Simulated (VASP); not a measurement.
# Pt (Fm-3m) in VASP: notebook

The runs below take Pt through relaxation of cell and atoms, with PBEsol, LDA.

Everything below comes from runs of VASP 6.6.1. Logs are shortened: lines on timing, memory, paths and dates and some standing lists are left out, and cuts for length are marked.

## Step 1: The cell of the first run

Symmetry: Fm-3m, No. 225, cubic system. Conventional cell: a = 3.920 Å, b = 3.920 Å, c = 3.920 Å, α = 90.00°, β = 90.00°, γ = 90.00°. Within 3.7 Å of Pt (site symmetry m-3m) lie 12 Pt at 2.77 Å.

## Step 2: Relaxation of cell and atoms, PBEsol

Contents of INCAR:

```
ALGO = Normal ; EDIFF = 1E-6
EDIFFG = -0.005 ; ENCUT = 600
GGA = PS ; IBRION = 2
ISIF = 3 ; ISMEAR = 1
LASPH = T ; LCHARG = F
LREAL = F ; LWAVE = F
NELM = 60 ; NSW = 60
PREC = Accurate ; SIGMA = 0.1
```

Contents of KPOINTS:

```
k-points
0
Gamma
  24 24 24
```

Contents of POSCAR:

```
Pt
1.0
    0.0000000000      1.9600000000      1.9600000000
    1.9600000000      0.0000000000      1.9600000000
    1.9600000000      1.9600000000      0.0000000000
Pt
1
Direct
    0.0000000000      0.0000000000      0.0000000000
```

Potentials or basis: VASP PAW PBE potentials, release 64 (Pt).

The run is started by

```sh
$ cat potpaw_PBE.64/Pt/POTCAR > POTCAR
$ mpirun -np 1 vasp_std > vasp.out
```

OUTCAR:

```text
EDIFF = 1E-6
   EDIFFG = -0.005
   ENCUT = 600
   GGA = PS
   IBRION = 2
   ISIF = 3
   ISMEAR = 1
   LASPH = T
   LREAL = F
   NELM = 60
   NSW = 60
   PREC = Accurate

 ion  position               nearest neighbor table
   1  0.000  0.000  0.000-

  LATTYP: Found a face centered cubic cell.
 ALAT       =     3.9200000000

  Lattice vectors:

 A1 = (   0.0000000000,   1.9600000000,   1.9600000000)
 A2 = (   1.9600000000,   0.0000000000,   1.9600000000)
 A3 = (   1.9600000000,   1.9600000000,   0.0000000000)

Analysis of symmetry for initial positions (statically):
=====================================================================
 Subroutine PRICEL returns:
 Original cell was already a primitive cell.

 Routine SETGRP: Setting up the symmetry group for a
 face centered cubic supercell.

 Subroutine GETGRP returns: Found 48 space group operations
 (whereof 48 operations were pure point group operations)
 out of a pool of 48 trial point group operations.

The static configuration has the point symmetry O_h .

Analysis of symmetry for dynamics (positions and initial velocities):
=====================================================================
 Subroutine PRICEL returns:
 Original cell was already a primitive cell.

 Routine SETGRP: Setting up the symmetry group for a
 face centered cubic supercell.

 Subroutine GETGRP returns: Found 48 space group operations
 (whereof 48 operations were pure point group operations)
 out of a pool of 48 trial point group operations.

The dynamic configuration has the point symmetry O_h .

 Subroutine INISYM returns: Found 48 space group operations
 (whereof 48 operations are pure point group operations),
 and found     1 'primitive' translations

----------------------------------------------------------------------------------------

                                     Primitive cell

  volume of cell :      15.0591

  direct lattice vectors                    reciprocal lattice vectors
     0.000000000  1.960000000  1.960000000    -0.255102041  0.255102041  0.255102041
     1.960000000  0.000000000  1.960000000     0.255102041 -0.255102041  0.255102041
     1.960000000  1.960000000  0.000000000     0.255102041  0.255102041 -0.255102041

  length of vectors
     2.771858582  2.771858582  2.771858582     0.441849696  0.441849696  0.441849696

  position of ions in fractional coordinates (direct lattice)
     0.000000000  0.000000000  0.000000000

  ion indices of the primitive-cell ions
   primitive index   ion index
                 1           1

----------------------------------------------------------------------------------------

 KPOINTS: k-points

Automatic generation of k-mesh.
 Grid dimensions read from file:
 generate k-points for:   24   24   24

 Generating k-lattice:

  Cartesian coordinates                     Fractional coordinates (reciprocal lattice)
    -0.010629252  0.010629252  0.010629252     0.041666667  0.000000000  0.000000000
     0.010629252 -0.010629252  0.010629252     0.000000000  0.041666667  0.000000000
     0.010629252  0.010629252 -0.010629252     0.000000000  0.000000000  0.041666667

  Length of vectors
     0.018410404  0.018410404  0.018410404

  Shift w.r.t. Gamma in fractional coordinates (k-lattice)
     0.000000000  0.000000000  0.000000000

 Subroutine IBZKPT returns following result:
 ===========================================

 Found    413 irreducible k-points:

 Following reciprocal coordinates:
            Coordinates               Weight
  0.000000  0.000000  0.000000      1.000000
  0.041667  0.000000  0.000000      8.000000
  0.083333  0.000000  0.000000      8.000000
  0.125000  0.000000  0.000000      8.000000
  0.166667  0.000000  0.000000      8.000000
  0.208333  0.000000  0.000000      8.000000
[... 16 lines left out ...]
  0.416667  0.041667  0.000000     24.000000
  0.458333  0.041667  0.000000     24.000000
 [... further k-points ...]
   k-points           NKPTS =    413   k-points in BZ     NKDIM =    413   number of bands    NBANDS=      9
   number of dos      NEDOS =    301   number of ions     NIONS =      1
   total plane-waves  NPLWV =  13824
   dimension x,y,z NGX =    24 NGY =   24 NGZ =   24
   dimension x,y,z NGXF=    48 NGYF=   48 NGZF=   48
   ions per type =               1
   NGX,Y,Z   is equivalent  to a cutoff of  14.39, 14.39, 14.39 a.u.
   NGXF,Y,Z  is equivalent  to a cutoff of  28.79, 28.79, 28.79 a.u.
 SYSTEM =  unknown system
   PREC   = accura    normal or accurate (medium, high low for compatibility)
   ISTART =      0    job   : 0-new  1-cont  2-samecut
   ICHARG =      2    charge: 1-file 2-atom 10-const
   ISPIN  =      1    spin polarized calculation?
   LNONCOLLINEAR =      F non collinear calculations
   LSORBIT =      F    spin-orbit coupling
   LASPH  =      T    aspherical Exc in radial PAW
   ENCUT  =  600.0 eV  44.10 Ry    6.64 a.u.   5.54  5.54  5.54*2*pi/ulx,y,z
   NELM   =     60;   NELMIN=  2; NELMDL= -5     # of ELM steps
   EDIFF  = 0.1E-05   stopping-criterion for ELM
   LREAL  =      F    real-space projection
   EDIFFG = -.5E-02   stopping-criterion for IOM
   NSW    =     60    number of steps for IOM
   IBRION =      2    ionic relax: 0-MD 1-quasi-New 2-CG
   NFREE  =      1    steps in history (QN), initial steepest desc. (CG)
   ISIF   =      3    stress and relaxation
   ISYM   =      2    0-nonsym 1-usesym 2-fastsym
   POTIM  = 0.5000    time-step for ionic-motion
   TEBEG  =    0.0;   TEEND  =   0.0 temperature during run
   PSTRESS=    0.0 pullay stress
   NELECT =      10.0000    total number of electrons
   NUPDOWN=      -1.0000    fix difference up-down
   EMIN   =  10.00;   EMAX   =-10.00  energy-range for DOS
   EFERMI =   0.00;   METHOD = LEGACY
   ISMEAR =     1;   SIGMA  =   0.10  broadening in eV -4-tet -1-fermi 0-gaus
   EFERMI_NEDOS =   21; number of points for ismear=-14 and -15
   IALGO  =     38    algorithm
   IMIX   =      4    mixing-type and parameters
     AMIX     =   0.40;   BMIX     =  1.00
     AMIX_MAG =   1.60;   BMIX_MAG =  1.00
  volume/ion in A,a.u.               =      15.06       101.62
  Fermi-wavevector in a.u.,A,eV,Ry     =   1.428265  2.699029 27.755077  2.039941
  Thomas-Fermi vector in A             =   2.548345
   LORBIT       =      0    0 simple, 1 ext, 2 COOP (PROOUT), +10 PAW based schemes
   GGA     = PS    functional components
   LHFCALC =     F    Hartree Fock is set to
   AEXX    =    0.0000 exact exchange contribution
   IVDW    =     0    specifies the selected vdW correction
   LEPSILON=     F    determine dielectric tensor
   LRPA    =     F    only Hartree local field effects (RPA)
 conjugate gradient relaxation of ions
 non-spin polarized calculation
 Methfessel and Paxton  Order N= 1 SIGMA  =   0.10
  energy-cutoff  :      600.00
  volume of cell :       15.06
 maximum number of plane-waves:       531
 NGX is ok and might be reduce to    24
   NGX = 11   NGY = 11   NGZ = 11

--------------------------------------- Ionic step        1  -------------------------------------------

 number of electron      10.0000000 magnetization

 Free energy of the ion-electron system (eV)
  ---------------------------------------------------
  ext. energy  EPLUGINS =         0.00000000
  ---------------------------------------------------
  free energy    TOTEN  =        -6.96275232 eV

  energy without entropy =       -6.96148340  energy(sigma->0) =       -6.96232935

------------------------ aborting loop because EDIFF is reached ----------------------------------------

  FORCE on cell =-STRESS in cart. coord.  units (eV):
  Direction    XX          YY          ZZ          XY          YZ          ZX
  --------------------------------------------------------------------------------------
  -------------------------------------------------------------------------------------
  Total       -0.0766971     -0.0766971     -0.0766971     -0.0000000      0.0000000     -0.0000000
  in kB       -8.1600197     -8.1600197     -8.1600197     -0.0000000      0.0000000     -0.0000000
  external PRESSURE =      -8.1600197 kB  Pullay stress =       0.0000000 kB
[... 55 lines left out ...]
  energy  without entropy=       -6.9606672348  energy(sigma->0) =       -6.96150932

--------------------------------------- Ionic step        3  -------------------------------------------

 number of electron      10.0000000 magnetization

 Free energy of the ion-electron system (eV)
  ---------------------------------------------------
  ext. energy  EPLUGINS =         0.00000000
  ---------------------------------------------------
  free energy    TOTEN  =        -6.96286468 eV

  energy without entropy =       -6.96159749  energy(sigma->0) =       -6.96244228

 E-fermi :  11.1688     XC(G=0): -13.6534

 val. band max:       11.1668772370   @ k =   0.4583   0.4583   0.0000
 cond. band min:      11.1729464396   @ k =  -0.4583   0.2083   0.0000
 fundamental gap:      0.0060692026
 Fermi energy:        11.1688124944

 k-point     1 :       0.0000    0.0000    0.0000
  band No.  band energies     occupation
      1       0.8347      2.00000
      2       7.3458      2.00000
      3       7.3458      2.00000
      4       7.3458      2.00000
      5       9.5415      2.00000
      6       9.5415      2.00000
      7      25.7904      0.00000
      8      30.7741      0.00000
      9      30.7741      0.00000
[... 265 lines left out ...]
 k-point    24 :       0.4583    0.0417    0.0000
  band No.  band energies     occupation
      1       3.8189      2.00000
      2       7.2666      2.00000
      3       7.3749      2.00000
      4       9.6700      2.00000
      5      11.1828      0.76573
      6      11.4422     -0.00077
      7      17.7477      0.00000
      8      25.5867      0.00000
      9      30.1591      0.00000

 [... further k-points ...]

------------------------ aborting loop because EDIFF is reached ----------------------------------------

  FORCE on cell =-STRESS in cart. coord.  units (eV):
  Direction    XX          YY          ZZ          XY          YZ          ZX
  --------------------------------------------------------------------------------------
  -------------------------------------------------------------------------------------
  Total        0.0020124      0.0020124      0.0020124     -0.0000000      0.0000000      0.0000000
  in kB        0.2147182      0.2147182      0.2147182     -0.0000000      0.0000000      0.0000000
  external PRESSURE =       0.2147182 kB  Pullay stress =       0.0000000 kB
[... 16 lines left out ...]
  FREE ENERGIE OF THE ION-ELECTRON SYSTEM (eV)
  ---------------------------------------------------
  free  energy   TOTEN  =        -6.9628646767 eV

  energy  without entropy=       -6.9615974864  energy(sigma->0) =       -6.96244228

 reached required accuracy - stopping structural energy minimisation
```

Run time: 2.6 min. Hardware: 1 thread of Intel Xeon 8259CL, shared host; peak memory 0.21 GiB.

What came out:

```yaml
Free_energy: -6.9629 eV
Relaxed_volume: 15.02 Å³/atom
Relaxed_cell: a = 2.769 Å, b = 2.769 Å, c = 2.769 Å, α = 60.00°, β = 60.00°, γ = 60.00°
Space_group_after_relaxing_to_0.1_Å: Fm-3m (No. 225)
Energy_gained_by_relaxing: 0.1 meV/atom
Ionic_steps: 3
Pressure_after_relaxing: 0.0 GPa
Band_gap_on_the_k_mesh: zero (bands 5 and 6 overlap by 2.25 eV)
```

Step by step:
```tsv
step	energy change (eV)	largest force (eV/Å)	pressure (GPa)	volume (Å³)
1	0.0000	0.0000	-0.82	15.06
2	0.0008	0.0000	2.43	14.89
3	-0.0001	0.0000	0.02	15.02
```

Final structure:
```
Pt
1.0
     0.00000    1.95815    1.95815
     1.95815    0.00000    1.95815
     1.95815    1.95815    0.00000
Pt
1
Cartesian
  0.0000 0.0000 0.0000
```

Caveat: the PAW data sets were made with another functional, which shifts forces and pressure a little; spin-orbit coupling is left out, which moves the levels of the heavy elements.

## Step 3: Relaxation of cell and atoms, LDA

Contents of INCAR:

```
SYSTEM = Pt
PREC = Accurate
ENCUT = 600
EDIFF = 1E-6
ISMEAR = 1
SIGMA = 0.1
LREAL = .FALSE.
LASPH = .TRUE.
NELM = 60
ALGO = Normal
ISIF = 3
LWAVE = .FALSE.
LCHARG = .FALSE.
IBRION = 2
NSW = 60
EDIFFG = -0.005
```

Contents of KPOINTS:

```
regular mesh
0
G
  24 24 24
  0 0 0
```

POSCAR is that of step 2.

Potentials or basis: VASP PAW LDA potentials, release 64 (Pt).

The run is started by

```sh
$ cat potpaw_LDA.64/Pt/POTCAR > POTCAR
$ mpirun -np 1 vasp_std > vasp.out
```

Run time: 3.2 min. Hardware: 1 thread of Intel Xeon 8259CL, shared host; peak memory 0.22 GiB.

The run converged. Its results:

- Free energy: -7.5047 eV
- Relaxed volume: 14.80 Å³/atom
- Relaxed cell: a = 2.756 Å, b = 2.756 Å, c = 2.756 Å, α = 60.00°, β = 60.00°, γ = 60.00°
- Space group after relaxing (to 0.1 Å): Fm-3m (No. 225)
- Energy gained by relaxing: 4.3 meV/atom
- Ionic steps: 4
- Pressure after relaxing: 0.0 GPa
- Band gap on the k mesh: zero (bands 5 and 6 overlap by 2.30 eV)

The path:
| step | energy change (eV) | largest force (eV/Å) | pressure (GPa) | volume (Å³) |
| --- | --- | --- | --- | --- |
| 1 | 0.0000 | 0.0000 | -5.15 | 15.06 |
| 2 | 0.0386 | 0.0000 | 18.93 | 14.03 |
| 3 | -0.0043 | 0.0000 | -0.12 | 14.80 |
| 4 | -0.0043 | 0.0000 | -0.01 | 14.80 |

Final structure:
```cif
data_structure
_symmetry_space_group_name_H-M 'P 1'
_symmetry_Int_Tables_number 1
_cell_length_a 2.7557
_cell_length_b 2.7557
_cell_length_c 2.7557
_cell_angle_alpha 60.000
_cell_angle_beta 60.000
_cell_angle_gamma 60.000
_cell_volume 14.80
loop_
_atom_site_label
_atom_site_type_symbol
_atom_site_fract_x
_atom_site_fract_y
_atom_site_fract_z
_atom_site_occupancy
Pt1 Pt 0.00000 0.00000 0.00000 1
```

Levels at points of the mesh, in eV from the Fermi level:
```
           k point  band 3  band 4  band 5  band 6  band 7  band 8
(0.00, 0.00, 0.00)   -3.93   -3.93   -1.67   -1.67   14.57   19.61
(0.50, 0.00, 0.00)   -3.98   -0.55    0.06    0.06    5.99   14.15
(0.50, 0.50, 0.00)    0.04    0.52    0.52    1.74    9.09   11.41
```

Caveat: spin-orbit coupling is left out, which moves the levels of the heavy elements.
